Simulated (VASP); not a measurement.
# K (I4_1/amd) in VASP: single point with PBE

Aim: the single point of K with PBE.

All numbers are computed with VASP 6.6.1; they aren't measurements. Logs are shortened: lines on timing, memory, paths and dates and some standing lists are left out, and cuts for length are marked.

## (1) The cell of the first run

Symmetry: I4_1/amd, No. 141, tetragonal system. The conventional cell has a = 4.594 Å, b = 4.594 Å, c = 16.496 Å, α = 90.00°, β = 90.00°, γ = 90.00°.

## (2) Single point, PBE (strained)

Input file INCAR:

```
ALGO = Normal
EDIFF = 1E-6
ENCUT = 520
GGA = PE
ISIF = 2
ISMEAR = 0
LASPH = True
LCHARG = False
LREAL = False
LWAVE = False
NBANDS = 16
NELM = 80
PREC = Accurate
SIGMA = 0.1
```

Input file KPOINTS:

```
k-points
0
Gamma
  14 14 14
```

Input file POSCAR:

```
K
1.0
   -2.2967646253      2.2967646253      8.2482215249
    2.2967646253     -2.2967646253      8.2482215249
    2.2967646253      2.2967646253     -8.2482215249
K
2
Direct
    0.2500000000      0.7500000000      0.5000000000
    0.5000000000      0.5000000000      0.0000000000
```

Potentials or basis: VASP PAW PBE potentials, release 64 (K_sv).

Run with:

```console
$ cat potpaw_PBE.64/K_sv/POTCAR > POTCAR
$ mpirun -np 1 vasp_std > vasp.out
```

OUTCAR:

```text
EDIFF = 1E-6
   ENCUT = 520
   GGA = PE
   ISIF = 2
   ISMEAR = 0
   LASPH = True
   LREAL = False
   NELM = 80
   PREC = Accurate

 ion  position               nearest neighbor table
   1  0.250  0.750  0.500-
   2  0.500  0.500  0.000-

  LATTYP: Found a body centered tetragonal cell.
 ALAT       =     4.5935292506
 C/A-ratio  =     3.5912350069

  Lattice vectors:

 A1 = (  -2.2967646253,   2.2967646253,   8.2482215249)
 A2 = (   2.2967646253,  -2.2967646253,   8.2482215249)
 A3 = (   2.2967646253,   2.2967646253,  -8.2482215249)

Analysis of symmetry for initial positions (statically):
=====================================================================
 Subroutine PRICEL returns:
 Original cell was already a primitive cell.

 Routine SETGRP: Setting up the symmetry group for a
 body centered tetragonal supercell.

 Subroutine GETGRP returns: Found 16 space group operations
 (whereof  8 operations were pure point group operations)
 out of a pool of 16 trial point group operations.

The static configuration has the point symmetry D_2d.
 The point group associated with its full space group is D_4h.

Analysis of symmetry for dynamics (positions and initial velocities):
=====================================================================
 Subroutine PRICEL returns:
 Original cell was already a primitive cell.

 Routine SETGRP: Setting up the symmetry group for a
 body centered tetragonal supercell.

 Subroutine GETGRP returns: Found 16 space group operations
 (whereof  8 operations were pure point group operations)
 out of a pool of 16 trial point group operations.

The dynamic configuration has the point symmetry D_2d.
 The point group associated with its full space group is D_4h.

 Subroutine INISYM returns: Found 16 space group operations
 (whereof  8 operations are pure point group operations),
 and found     1 'primitive' translations

----------------------------------------------------------------------------------------

                                     Primitive cell

  volume of cell :     174.0417

  direct lattice vectors                    reciprocal lattice vectors
    -2.296764625  2.296764625  8.248221525     0.000000000  0.217697536  0.060619128
     2.296764625 -2.296764625  8.248221525     0.217697536  0.000000000  0.060619128
[... 82 lines left out ...]
   LASPH  =      T    aspherical Exc in radial PAW
   ENCUT  =  520.0 eV  38.22 Ry    6.18 a.u.  16.48 16.48 16.48*2*pi/ulx,y,z
   NELM   =     80;   NELMIN=  2; NELMDL= -5     # of ELM steps
   EDIFF  = 0.1E-05   stopping-criterion for ELM
   LREAL  =      F    real-space projection
   EDIFFG = 0.1E-04   stopping-criterion for IOM
   NSW    =      0    number of steps for IOM
   IBRION =     -1    ionic relax: 0-MD 1-quasi-New 2-CG
   NFREE  =      0    steps in history (QN), initial steepest desc. (CG)
   ISIF   =      2    stress and relaxation
   ISYM   =      2    0-nonsym 1-usesym 2-fastsym
   POTIM  = 0.5000    time-step for ionic-motion
   TEBEG  =    0.0;   TEEND  =   0.0 temperature during run
   PSTRESS=    0.0 pullay stress
   NELECT =      18.0000    total number of electrons
   NUPDOWN=      -1.0000    fix difference up-down
   EMIN   =  10.00;   EMAX   =-10.00  energy-range for DOS
   EFERMI =   0.00;   METHOD = LEGACY
   ISMEAR =     0;   SIGMA  =   0.10  broadening in eV -4-tet -1-fermi 0-gaus
   EFERMI_NEDOS =   21; number of points for ismear=-14 and -15
   IALGO  =     38    algorithm
   IMIX   =      4    mixing-type and parameters
     AMIX     =   0.40;   BMIX     =  1.00
     AMIX_MAG =   1.60;   BMIX_MAG =  1.00
  volume/ion in A,a.u.               =      87.02       587.25
  Fermi-wavevector in a.u.,A,eV,Ry     =   0.768448  1.452156  8.034411  0.590513
  Thomas-Fermi vector in A             =   1.869223
   LORBIT       =      0    0 simple, 1 ext, 2 COOP (PROOUT), +10 PAW based schemes
   GGA     = PE    functional components
   LHFCALC =     F    Hartree Fock is set to
   AEXX    =    0.0000 exact exchange contribution
   IVDW    =     0    specifies the selected vdW correction
   LEPSILON=     F    determine dielectric tensor
   LRPA    =     F    only Hartree local field effects (RPA)
 non-spin polarized calculation
 Gauss-broadening in eV      SIGMA  =   0.10
  energy-cutoff  :      520.00
  volume of cell :      174.04
 maximum number of plane-waves:      4717
 NGX is ok and might be reduce to    70
   NGX = 33   NGY = 33   NGZ = 33

 number of electron      17.9999999 magnetization

 Free energy of the ion-electron system (eV)
  ---------------------------------------------------
  ext. energy  EPLUGINS =         0.00000000
  ---------------------------------------------------
  free energy    TOTEN  =        -1.95368931 eV

  energy without entropy =       -1.94488228  energy(sigma->0) =       -1.94928580

 E-fermi :  -0.4353     XC(G=0):  -5.2534

 val. band max:       -0.4357388040   @ k =   0.5000   0.0714  -0.0000
 cond. band min:      -0.4337094217   @ k =  -0.2857   0.4286   0.1429
 fundamental gap:      0.0020293823
 Fermi energy:        -0.4353462430

 k-point     1 :       0.0000    0.0000    0.0000
  band No.  band energies     occupation
      1     -32.7581      2.00000
      2     -32.7558      2.00000
      3     -16.2581      2.00000
      4     -16.2151      2.00000
      5     -16.2151      2.00000
      6     -16.2123      2.00000
[... 433 lines left out ...]
      3     -16.2484      2.00000
      4     -16.2426      2.00000
      5     -16.2342      2.00000
      6     -16.2230      2.00000
[... 8 lines left out ...]
     15       3.3219      0.00000
     16       3.6352      0.00000

 [... further k-points ...]

------------------------ aborting loop because EDIFF is reached ----------------------------------------

  FORCE on cell =-STRESS in cart. coord.  units (eV):
  Direction    XX          YY          ZZ          XY          YZ          ZX
  --------------------------------------------------------------------------------------
  -------------------------------------------------------------------------------------
  Total       -0.3373836     -0.3373836     -0.3054717      0.0000000     -0.0000000      0.0000000
  in kB       -3.1058558     -3.1058558     -2.8120836      0.0000000     -0.0000000      0.0000000
  external PRESSURE =      -3.0079317 kB  Pullay stress =       0.0000000 kB

 VOLUME and BASIS-vectors are now :
 -----------------------------------------------------------------------------
  energy-cutoff  :      520.00
  volume of cell :      174.04
      direct lattice vectors                 reciprocal lattice vectors
    -2.296764625  2.296764625  8.248221525     0.000000000  0.217697536  0.060619128
     2.296764625 -2.296764625  8.248221525     0.217697536  0.000000000  0.060619128
     2.296764625  2.296764625 -8.248221525     0.217697536  0.217697536  0.000000000

 POSITION                                       TOTAL-FORCE (eV/Angst)
 -----------------------------------------------------------------------------------
      2.29676      0.00000      4.12411        -0.000000     -0.000000     -0.000000
      0.00000      0.00000      8.24822         0.000000      0.000000      0.000000
 -----------------------------------------------------------------------------------
    total drift:                                0.000000      0.000000     -0.000000

  FREE ENERGIE OF THE ION-ELECTRON SYSTEM (eV)
  ---------------------------------------------------
  free  energy   TOTEN  =        -1.9536893102 eV

  energy  without entropy=       -1.9448822832  energy(sigma->0) =       -1.94928580
```

OSZICAR:

```text
N       E                     dE             d eps       ncg     rms          rms(c)
DAV:   1     0.114425428947E+03    0.11443E+03   -0.74249E+03  7808   0.867E+02
DAV:   2     0.690865530449E+01   -0.10752E+03   -0.10527E+03  9624   0.253E+02
DAV:   3    -0.146872837329E+01   -0.83774E+01   -0.83492E+01 14352   0.520E+01
DAV:   4    -0.194601101148E+01   -0.47728E+00   -0.47711E+00 11536   0.914E+00
DAV:   5    -0.195309389081E+01   -0.70829E-02   -0.70825E-02 13016   0.965E-01    0.220E+00
DAV:   6    -0.195324809926E+01   -0.15421E-03   -0.22744E-03 11352   0.313E-01    0.136E+00
DAV:   7    -0.195350566522E+01   -0.25757E-03   -0.45102E-03 10944   0.402E-01    0.723E-02
DAV:   8    -0.195367233028E+01   -0.16667E-03   -0.59824E-04 13544   0.179E-01    0.290E-02
DAV:   9    -0.195369003596E+01   -0.17706E-04   -0.18211E-05 11080   0.304E-02    0.145E-02
DAV:  10    -0.195368931019E+01    0.72577E-06   -0.93735E-06 11256   0.207E-02
   1 F= -.19536893E+01 E0= -.19492858E+01  d E =-.880703E-02
```

Wall time 22 min (1 thread of AMD EPYC 9R45 (Zen 5), shared host); peak memory 0.95 GiB.

Results:

```
Free energy            : -1.9537 eV
Pressure               : -0.3 GPa
Band gap on the k mesh : zero (bands 9 and 10 overlap by 2.70 eV)
```

Caveat: the cell differs from its parent crystal (strained).
